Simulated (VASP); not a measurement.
# Cl (Pm-3m) in VASP: further runs

Cl is run at these levels: PBE; tasks: single point, relaxation of cell and atoms.

Program: VASP 6.6.1. These are calculated values, not measurements. Logs are shortened: lines on timing, memory, paths and dates and some standing lists are left out, and cuts for length are marked.

## 1. The cell of the first run

It takes space group Pm-3m (No. 221, cubic). The conventional cell has a = 2.867 Å, b = 2.867 Å, c = 2.867 Å, α = 90.00°, β = 90.00°, γ = 90.00°. Within 3.8 Å of Cl (site symmetry m-3m) lie 6 Cl at 2.87 Å.

## 2. Single point, PBE

The input, INCAR:

```
ALGO = Normal
EDIFF = 1E-6
ENCUT = 520
GGA = PE
ISIF = 2
ISMEAR = -1
LASPH = True
LCHARG = True
LELF = True
LREAL = False
LVHAR = True
LWAVE = False
NBANDS = 10
NELM = 100
PREC = Accurate
SIGMA = 0.1
```

The input, KPOINTS:

```
k-points
0
Gamma
  15 15 15
```

The input, POSCAR:

```
Cl
1.0
    2.8668937802      0.0000000000      0.0000000000
    0.0000000000      2.8668937802      0.0000000000
    0.0000000000      0.0000000000      2.8668937802
Cl
1
Direct
    0.0000000000      0.0000000000      0.0000000000
```

Potentials or basis: VASP PAW PBE potentials, release 64 (Cl).

On the command line:

```bash
cat potpaw_PBE.64/Cl/POTCAR > POTCAR
mpirun -np 1 vasp_std > vasp.out
```

OUTCAR:

```text
EDIFF = 1E-6
   ENCUT = 520
   GGA = PE
   ISIF = 2
   ISMEAR = -1
   LASPH = True
   LREAL = False
   NELM = 100
   PREC = Accurate

 ion  position               nearest neighbor table
   1  0.000  0.000  0.000-

  LATTYP: Found a simple cubic cell.
 ALAT       =     2.8668937802

  Lattice vectors:

 A1 = (   2.8668937802,   0.0000000000,   0.0000000000)
 A2 = (   0.0000000000,   2.8668937802,   0.0000000000)
 A3 = (   0.0000000000,   0.0000000000,   2.8668937802)

Analysis of symmetry for initial positions (statically):
=====================================================================
 Subroutine PRICEL returns:
 Original cell was already a primitive cell.

 Routine SETGRP: Setting up the symmetry group for a
 simple cubic supercell.

 Subroutine GETGRP returns: Found 48 space group operations
 (whereof 48 operations were pure point group operations)
 out of a pool of 48 trial point group operations.

The static configuration has the point symmetry O_h .

Analysis of symmetry for dynamics (positions and initial velocities):
=====================================================================
 Subroutine PRICEL returns:
 Original cell was already a primitive cell.

 Routine SETGRP: Setting up the symmetry group for a
 simple cubic supercell.

 Subroutine GETGRP returns: Found 48 space group operations
 (whereof 48 operations were pure point group operations)
 out of a pool of 48 trial point group operations.

The dynamic configuration has the point symmetry O_h .

 Subroutine INISYM returns: Found 48 space group operations
 (whereof 48 operations are pure point group operations),
 and found     1 'primitive' translations

----------------------------------------------------------------------------------------

                                     Primitive cell

  volume of cell :      23.5632

  direct lattice vectors                    reciprocal lattice vectors
     2.866893780  0.000000000  0.000000000     0.348809575  0.000000000  0.000000000
     0.000000000  2.866893780  0.000000000     0.000000000  0.348809575  0.000000000
     0.000000000  0.000000000  2.866893780     0.000000000  0.000000000  0.348809575

  length of vectors
     2.866893780  2.866893780  2.866893780     0.348809575  0.348809575  0.348809575

  position of ions in fractional coordinates (direct lattice)
     0.000000000  0.000000000  0.000000000

  ion indices of the primitive-cell ions
   primitive index   ion index
                 1           1

----------------------------------------------------------------------------------------

 KPOINTS: k-points

Automatic generation of k-mesh.
 Grid dimensions read from file:
 generate k-points for:   15   15   15

 Generating k-lattice:

  Cartesian coordinates                     Fractional coordinates (reciprocal lattice)
     0.023253972  0.000000000  0.000000000     0.066666667  0.000000000  0.000000000
     0.000000000  0.023253972  0.000000000     0.000000000  0.066666667  0.000000000
     0.000000000  0.000000000  0.023253972     0.000000000  0.000000000  0.066666667

  Length of vectors
     0.023253972  0.023253972  0.023253972

  Shift w.r.t. Gamma in fractional coordinates (k-lattice)
     0.000000000  0.000000000  0.000000000

 Subroutine IBZKPT returns following result:
 ===========================================

 Found    120 irreducible k-points:

 Following reciprocal coordinates:
            Coordinates               Weight
  0.000000  0.000000  0.000000      1.000000
  0.066667  0.000000  0.000000      6.000000
  0.133333  0.000000  0.000000      6.000000
  0.200000  0.000000  0.000000      6.000000
  0.266667  0.000000  0.000000      6.000000
  0.333333  0.000000  0.000000      6.000000
[... 16 lines left out ...]
  0.266667  0.200000  0.000000     24.000000
  0.333333  0.200000  0.000000     24.000000
 [... further k-points ...]
   k-points           NKPTS =    120   k-points in BZ     NKDIM =    120   number of bands    NBANDS=     10
   number of dos      NEDOS =    301   number of ions     NIONS =      1
   total plane-waves  NPLWV =  13824
   dimension x,y,z NGX =    24 NGY =   24 NGZ =   24
   dimension x,y,z NGXF=    48 NGYF=   48 NGZF=   48
   ions per type =               1
   NGX,Y,Z   is equivalent  to a cutoff of  13.92, 13.92, 13.92 a.u.
   NGXF,Y,Z  is equivalent  to a cutoff of  27.83, 27.83, 27.83 a.u.
 SYSTEM =  unknown system
   PREC   = accura    normal or accurate (medium, high low for compatibility)
   ISTART =      0    job   : 0-new  1-cont  2-samecut
   ICHARG =      2    charge: 1-file 2-atom 10-const
   ISPIN  =      1    spin polarized calculation?
   LNONCOLLINEAR =      F non collinear calculations
   LSORBIT =      F    spin-orbit coupling
   LASPH  =      T    aspherical Exc in radial PAW
   ENCUT  =  520.0 eV  38.22 Ry    6.18 a.u.   5.33  5.33  5.33*2*pi/ulx,y,z
   NELM   =    100;   NELMIN=  2; NELMDL= -5     # of ELM steps
   EDIFF  = 0.1E-05   stopping-criterion for ELM
   LREAL  =      F    real-space projection
   EDIFFG = 0.1E-04   stopping-criterion for IOM
   NSW    =      0    number of steps for IOM
   IBRION =     -1    ionic relax: 0-MD 1-quasi-New 2-CG
   NFREE  =      0    steps in history (QN), initial steepest desc. (CG)
   ISIF   =      2    stress and relaxation
   ISYM   =      2    0-nonsym 1-usesym 2-fastsym
   POTIM  = 0.5000    time-step for ionic-motion
   TEBEG  =    0.0;   TEEND  =   0.0 temperature during run
   PSTRESS=    0.0 pullay stress
   NELECT =       7.0000    total number of electrons
   NUPDOWN=      -1.0000    fix difference up-down
   EMIN   =  10.00;   EMAX   =-10.00  energy-range for DOS
   EFERMI =   0.00;   METHOD = LEGACY
   ISMEAR =    -1;   SIGMA  =   0.10  broadening in eV -4-tet -1-fermi 0-gaus
   EFERMI_NEDOS =   21; number of points for ismear=-14 and -15
   IALGO  =     38    algorithm
   IMIX   =      4    mixing-type and parameters
     AMIX     =   0.40;   BMIX     =  1.00
     AMIX_MAG =   1.60;   BMIX_MAG =  1.00
  volume/ion in A,a.u.               =      23.56       159.01
  Fermi-wavevector in a.u.,A,eV,Ry     =   1.092352  2.064246 16.234917  1.193233
  Thomas-Fermi vector in A             =   2.228616
   LORBIT       =      0    0 simple, 1 ext, 2 COOP (PROOUT), +10 PAW based schemes
   GGA     = PE    functional components
   LHFCALC =     F    Hartree Fock is set to
   AEXX    =    0.0000 exact exchange contribution
   IVDW    =     0    specifies the selected vdW correction
   LEPSILON=     F    determine dielectric tensor
   LRPA    =     F    only Hartree local field effects (RPA)
 non-spin polarized calculation
  energy-cutoff  :      520.00
  volume of cell :       23.56
 maximum number of plane-waves:       655
 NGX is ok and might be reduce to    24
   NGX = 11   NGY = 11   NGZ = 11

 number of electron       7.0000001 magnetization

 Free energy of the ion-electron system (eV)
  ---------------------------------------------------
  ext. energy  EPLUGINS =         0.00000000
  ---------------------------------------------------
  free energy    TOTEN  =        -1.19482488 eV

  energy without entropy =       -1.14958376  energy(sigma->0) =       -1.17220432

 E-fermi :   1.3036     XC(G=0):  -8.8641

 val. band max:        1.2882790396   @ k =   0.1333   0.0667   0.0000
 cond. band min:       1.3042757394   @ k =   0.2667   0.1333   0.0667
 fundamental gap:      0.0159966997
 Fermi energy:         1.3036157185

 k-point     1 :       0.0000    0.0000    0.0000
  band No.  band energies     occupation
      1     -14.3900      2.00000
      2       1.1752      1.56631
      3       1.1752      1.56631
      4       1.1752      1.56631
      5       9.4935      0.00000
      6      11.6054      0.00000
      7      11.6054      0.00000
      8      21.9432      0.00000
      9      21.9432      0.00000
     10      21.9432      0.00000

 k-point     2 :       0.0667    0.0000    0.0000
  band No.  band energies     occupation
      1     -14.3511      2.00000
      2       0.8737      1.97321
      3       1.1985      1.48193
      4       1.1985      1.48193
      5       9.6711      0.00000
      6      11.6566      0.00000
      7      11.8944      0.00000
      8      21.4300      0.00000
      9      21.4300      0.00000
     10      21.9705      0.00000

 k-point     3 :       0.1333    0.0000    0.0000
  band No.  band energies     occupation
      1     -14.2381      2.00000
      2       0.1121      1.99999
      3       1.2653      1.18911
      4       1.2653      1.18911
      5      10.0644      0.00000
      6      11.8063      0.00000
      7      12.7303      0.00000
      8      20.3684      0.00000
      9      20.3684      0.00000
     10      22.0488      0.00000

 k-point     4 :       0.2000    0.0000    0.0000
  band No.  band energies     occupation
      1     -14.0630      2.00000
      2      -0.8503      2.00000
      3       1.3665      0.69571
      4       1.3665      0.69571
      5      10.5311      0.00000
      6      12.0418      0.00000
      7      13.8896      0.00000
      8      19.2349      0.00000
      9      19.2349      0.00000
     10      22.1677      0.00000
[... 222 lines left out ...]
 k-point    22 :       0.2000    0.2000    0.0000
  band No.  band energies     occupation
      1     -13.7412      2.00000
      2      -0.6711      2.00000
      3      -0.4842      2.00000
      4       1.5512      0.15515
      5      11.3738      0.00000
      6      13.2202      0.00000
      7      14.8921      0.00000
      8      17.1112      0.00000
      9      19.1908      0.00000
     10      20.0874      0.00000

 k-point    23 :       0.2667    0.2000    0.0000
  band No.  band energies     occupation
      1     -13.5294      2.00000
      2      -1.5254      2.00000
      3      -0.3948      2.00000
      4       1.6672      0.05137
      5      11.6241      0.00000
      6      13.2019      0.00000
      7      15.5649      0.00000
      8      17.1732      0.00000
      9      18.4970      0.00000
     10      20.0001      0.00000

 k-point    24 :       0.3333    0.2000    0.0000
  band No.  band energies     occupation
      1     -13.3099      2.00000
      2      -2.3412      2.00000
      3      -0.2217      2.00000
      4       1.7824      0.01652
      5      11.6658      0.00000
      6      13.1735      0.00000
      7      15.7144      0.00000
      8      17.7457      0.00000
      9      17.8167      0.00000
     10      20.1590      0.00000

 [... further k-points ...]
[... 5 lines left out ...]
  --------------------------------------------------------------------------------------
  -------------------------------------------------------------------------------------
  Total       -0.0137140     -0.0137140     -0.0137140      0.0000000      0.0000000     -0.0000000
  in kB       -0.9324786     -0.9324786     -0.9324786      0.0000000      0.0000000     -0.0000000
  external PRESSURE =      -0.9324786 kB  Pullay stress =       0.0000000 kB

 VOLUME and BASIS-vectors are now :
 -----------------------------------------------------------------------------
  energy-cutoff  :      520.00
  volume of cell :       23.56
      direct lattice vectors                 reciprocal lattice vectors
     2.866893780  0.000000000  0.000000000     0.348809575  0.000000000  0.000000000
     0.000000000  2.866893780  0.000000000     0.000000000  0.348809575  0.000000000
     0.000000000  0.000000000  2.866893780     0.000000000  0.000000000  0.348809575

 POSITION                                       TOTAL-FORCE (eV/Angst)
 -----------------------------------------------------------------------------------
      0.00000      0.00000      0.00000         0.000000      0.000000      0.000000
 -----------------------------------------------------------------------------------
    total drift:                                0.000000      0.000000     -0.000000

  FREE ENERGIE OF THE ION-ELECTRON SYSTEM (eV)
  ---------------------------------------------------
  free  energy   TOTEN  =        -1.1948248830 eV

  energy  without entropy=       -1.1495837645  energy(sigma->0) =       -1.17220432
```

It took 14 s on 1 thread of AMD EPYC 7R13 (Zen 3), shared host; peak memory 0.12 GiB.

What came out:

- Free energy: -1.1948 eV
- Pressure: -0.1 GPa

Caveat: an odd number of electrons without spin polarisation forces a metal; a magnetic or distorted state may lie lower.

## 3. Relaxation of cell and atoms, PBE

This run uses another cell than the first one, of 23.76 Å³/atom, 1.008 times its volume.

The input, INCAR:

```
PREC = Accurate
ENCUT = 600
EDIFF = 1E-7
ISMEAR = -1
SIGMA = 0.1
LREAL = False
LASPH = True
NELM = 80
ALGO = Normal
ISIF = 3
LWAVE = False
LCHARG = False
GGA = PE
IBRION = 2
NSW = 60
EDIFFG = -0.005
```

The input, KPOINTS:

```
regular mesh
0
Gamma
  15 15 15
```

The input, POSCAR:

```
Cl
1.0
    2.8748519142      0.0000000000      0.0000000000
    0.0000000000      2.8748519142      0.0000000000
    0.0000000000      0.0000000000      2.8748519142
Cl
1
Direct
    0.0000000000      0.0000000000      0.0000000000
```

Potentials or basis: VASP PAW PBE potentials, release 64 (Cl).

On the command line:

```bash
cat potpaw_PBE.64/Cl/POTCAR > POTCAR
mpirun -np 1 vasp_std > vasp.out
```

OUTCAR:

```text
PREC = Accurate
   ENCUT = 600
   EDIFF = 1E-7
   ISMEAR = -1
   LREAL = False
   LASPH = True
   NELM = 80
   ISIF = 3
   GGA = PE
   IBRION = 2
   NSW = 60
   EDIFFG = -0.005

 ion  position               nearest neighbor table
   1  0.000  0.000  0.000-

  LATTYP: Found a simple cubic cell.
 ALAT       =     2.8748519142

  Lattice vectors:

 A1 = (   2.8748519142,   0.0000000000,   0.0000000000)
 A2 = (   0.0000000000,   2.8748519142,   0.0000000000)
 A3 = (   0.0000000000,   0.0000000000,   2.8748519142)

Analysis of symmetry for initial positions (statically):
=====================================================================
 Subroutine PRICEL returns:
 Original cell was already a primitive cell.
[... 244 lines left out ...]
  ---------------------------------------------------
  free energy    TOTEN  =        -1.19488328 eV

  energy without entropy =       -1.14971640  energy(sigma->0) =       -1.17229984

 E-fermi :   1.3149     XC(G=0):  -8.8686

 val. band max:        1.2994149760   @ k =   0.1333   0.0667   0.0000
 cond. band min:       1.3154718020   @ k =   0.2667   0.1333   0.0667
 fundamental gap:      0.0160568260
 Fermi energy:         1.3148779023

 k-point     1 :       0.0000    0.0000    0.0000
  band No.  band energies     occupation
      1     -14.3853      2.00000
      2       1.1861      1.56758
      3       1.1861      1.56758
      4       1.1861      1.56758
      5       9.5083      0.00000
      6      11.6133      0.00000
      7      11.6133      0.00000
[... 221 lines left out ...]
 k-point    24 :       0.3333    0.2000    0.0000
  band No.  band energies     occupation
      1     -13.3030      2.00000
      2      -2.3357      2.00000
      3      -0.2130      2.00000
      4       1.7945      0.01639
      5      11.6779      0.00000
      6      13.1843      0.00000
      7      15.7288      0.00000

 [... further k-points ...]
[... 5 lines left out ...]
  --------------------------------------------------------------------------------------
  -------------------------------------------------------------------------------------
  Total       -0.0000459     -0.0000459     -0.0000459     -0.0000000     -0.0000000      0.0000000
  in kB       -0.0031242     -0.0031242     -0.0031242     -0.0000000     -0.0000000      0.0000000
  external PRESSURE =      -0.0031242 kB  Pullay stress =       0.0000000 kB
[... 16 lines left out ...]
  FREE ENERGIE OF THE ION-ELECTRON SYSTEM (eV)
  ---------------------------------------------------
  free  energy   TOTEN  =        -1.1948832827 eV

  energy  without entropy=       -1.1497164007  energy(sigma->0) =       -1.17229984

 reached required accuracy - stopping structural energy minimisation
```

CONTCAR:

```text
Cl
   1.00000000000000
     2.8659280481217815   -0.0000000000000000    0.0000000000000000
     0.0000000000000000    2.8659280481217815    0.0000000000000000
    -0.0000000000000000    0.0000000000000000    2.8659280481217815
  Cl
     1
Direct
     0.0000000000000000    0.0000000000000000    0.0000000000000000

  0.00000000E+00  0.00000000E+00  0.00000000E+00
```

It took 22 s on 1 thread of AMD EPYC 7R13 (Zen 3), shared host; peak memory 0.11 GiB.

What came out:

```
Free energy                            : -1.1949 eV
Relaxed volume                         : 23.54 Å³/atom
Relaxed cell                           : a = 2.866 Å, b = 2.866 Å, c = 2.866 Å, α = 90.00°, β = 90.00°, γ = 90.00°
Space group after relaxing (to 0.05 Å) : Pm-3m (No. 221)
Energy gained by relaxing              : 0.2 meV/atom
Ionic steps                            : 3
Pressure after relaxing                : 0.0 GPa
```

The path:
```csv
step,energy change (eV),largest force (eV/Å),pressure (GPa),volume (Å³)
1,0.0000,0.0000,-0.30,23.76
2,-0.0002,0.0000,-0.10,23.61
3,-0.0002,0.0000,0.00,23.54
```

Final structure:
```
Cl
1.0
     2.86593    0.00000    0.00000
     0.00000    2.86593    0.00000
     0.00000    0.00000    2.86593
Cl
1
Cartesian
  0.0000 0.0000 0.0000
```

Levels at points of the mesh, in eV from the Fermi level:
```tsv
k point	band 1	band 2	band 3	band 4	band 5	band 6	band 7
(0.00, 0.00, 0.00)	-15.70	-0.13	-0.13	-0.13	8.19	10.30	10.30
```

Caveat: an odd number of electrons without spin polarisation forces a metal; a magnetic or distorted state may lie lower.
